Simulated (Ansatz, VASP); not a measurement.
SnO2 in VASP and in Ansatz

```
Sn O
1.0
     4.73800    0.00000    0.00000
     0.00000    4.73800    0.00000
     0.00000    0.00000    3.18650
Sn O
2 4
Direct
  0.00000 0.00000 0.00000
  0.50000 0.50000 0.50000
  0.30710 0.30710 0.00000
  0.19290 0.80710 0.50000
  0.69290 0.69290 0.00000
  0.80710 0.19290 0.50000
```

Alike in both runs: task single point; functional PBEsol; k mesh 4 × 4 × 6; no spin polarisation.

```csv
,VASP,Ansatz
version,VASP 6.6.1,Ansatz 0.2.0
potentials or method,"VASP PAW PBE potentials, release 64 (Sn_d, O)","plane waves, PAW"
plane-wave cutoff (eV),520,420
occupations,"gaussian, width 0.01 eV",fixed
valence electrons in the cell,52,52
```

Ansatz gave:

* gap on the k mesh at the Fermi level (eV): 1.18
* pressure (GPa): 4.7
* traceless stress, the component that is largest in VASP (GPa): 1.27

Problem. Which values does VASP return?

Solution. gap on the k mesh at the Fermi level (eV): 1.18; pressure (GPa): 5.4; traceless stress, the component that is largest in VASP (GPa): 1.53.

VASP's potentials were made for PBE, not for PBEsol.
